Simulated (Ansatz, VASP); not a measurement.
**Two plane-wave programs on Si6N**

```
Si N
1.0
     4.68208    0.00000    0.00000
     0.00000    4.68208    0.00000
     0.00000    0.00000    4.68208
Si N
6 1
Direct
  0.00000 0.00000 0.29300
  0.00000 0.00000 0.70700
  0.29300 0.00000 0.00000
  0.70700 0.00000 0.00000
  0.00000 0.29300 0.00000
  0.00000 0.70700 0.00000
  0.50000 0.50000 0.50000
```

Change from the starting cell: species swapped into the CaB6 type (Pm-3m, No. 221).

Alike in both runs: task relaxation of cell and atoms; functional PBE; k mesh 4 × 4 × 4; occupations gaussian, width 0.1 eV; collinear spin.

|  | VASP | Ansatz |
| --- | --- | --- |
| version | VASP 6.6.1 | Ansatz 0.2.0 |
| potentials or method | VASP PAW PBE potentials, release 64 (Si, N), cutoff 600 eV | scalar-relativistic, plane waves, PAW |
| valence electrons in the cell | 29 | 29 |

Ansatz gave:

| Property | Result |
| --- | --- |
| gap on the k mesh at the Fermi level, each at its own relaxed structure (eV) | none |
| net moment per atom (μB) | 0.41 |
| size of the moment on the site where the two differ most (μB) | 2.74 |
| relaxed volume (Å³/atom) | 28.42 |
| relaxed cell length with the largest relative difference (Å) | 5.838 |

**Question.** Which values does VASP return?

**Answer.** gap on the k mesh at the Fermi level, each at its own relaxed structure (eV): none; net moment per atom (μB): 0.00; size of the moment on the site where the two differ most (μB): 0.00; relaxed volume (Å³/atom): 27.10; relaxed cell length with the largest relative difference (Å): 5.746.

The net moments are unlike, so the other rows may belong to different states. Site moments also hang on the region over which each program counts them. A gap of «none» marks a metal or a gap that the smearing closes.

Noted on VASP's run: the volume moved by over 15 % at a fixed basis, so the end points are rough.
